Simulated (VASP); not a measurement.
Crystal: InSb3.

```
Sb In
1.0
     0.00000    3.81969    3.81969
     3.81969    0.00000    3.81969
     3.81969    3.81969    0.00000
Sb In
3 1
Direct
  0.50000 0.50000 0.50000
  0.75000 0.75000 0.75000
  0.25000 0.25000 0.25000
  0.00000 0.00000 0.00000
```

Base run:

| Item | Value |
| --- | --- |
| Program | VASP 6.6.1 |
| Functional | LDA |
| Potentials or basis | VASP PAW LDA potentials, release 64 (Sb, In_d) |
| Cutoff | 520 eV |
| k mesh | 6 × 6 × 6 |
| Occupations | fermi-dirac, width 0.05 eV |
| Spin | no spin polarisation |

Its results: band gap on the k mesh zero (bands 14 and 15 overlap by 3.33 eV); pressure -5.0 GPa.

Q: The run is repeated on the same cell with these changes: functional from LDA to PBE; potentials or basis from VASP PAW LDA potentials, release 64 (Sb, In_d) to VASP PAW PBE potentials, release 64 (Sb, In_d). What comes out?

A: Band gap on the k mesh zero (bands 14 and 15 overlap by 3.36 eV); pressure -1.2 GPa.

Caveats: spin-orbit coupling is left out, which moves the levels of the heavy elements; the cell stands under tension (at least some runs).
